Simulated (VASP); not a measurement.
The system is Si.

```
Si
1.0
    -2.37137    2.37137    1.32927
     2.37137   -2.37137    1.32927
     2.37137    2.37137   -1.32927
Si
2
Direct
  0.50000 0.50000 0.00000
  0.25000 0.75000 0.50000
```

```yaml
Program: VASP 6.6.1
Task: relaxation of cell and atoms
Functional: PBE
Dispersion: D3(BJ)
Potentials_or_basis: VASP PAW PBE potentials, release 64 (Si)
Cutoff: 600 eV
k_mesh: 11 × 11 × 11
Occupations: fermi-dirac, width 0.05 eV
Spin: no spin polarisation
```

At the start: pressure -1.3 GPa; volume 14.95 Å³/atom.

Question: Where does the relaxation end?

Answer: Over 10 steps the energy falls by 5.3 meV/atom and the volume is 14.73 Å³/atom (-1.5 %); space group I4_1/amd (No. 141, to 0.1 Å) before and after.

The path:
| step | energy change (eV) | largest force (eV/Å) | pressure (GPa) | volume (Å³) |
| --- | --- | --- | --- | --- |
| 1 | 0.0000 | 0.0000 | -1.32 | 29.90 |
| 2 | -0.0028 | 0.0000 | 0.64 | 29.37 |
| 3 | -0.0028 | 0.0000 | 0.48 | 29.41 |
| 4 | -0.0047 | 0.0000 | 0.40 | 29.41 |
| 5 | -0.0103 | 0.0000 | 0.27 | 29.39 |
| 6 | -0.0098 | 0.0000 | 0.34 | 29.40 |
| 7 | -0.0106 | 0.0000 | 0.29 | 29.39 |
| 8 | -0.0106 | 0.0000 | 0.28 | 29.39 |
| 9 | -0.0106 | 0.0000 | -0.38 | 29.55 |
| 10 | -0.0107 | 0.0000 | 0.00 | 29.46 |

Final structure:
```
CELL_PARAMETERS angstrom
-2.39393 2.39393 1.28507
2.39393 -2.39393 1.28507
2.39393 2.39393 -1.28507
ATOMIC_POSITIONS crystal
Si 0.50000 0.50000 0.00000
Si 0.25000 0.75000 0.50000
```
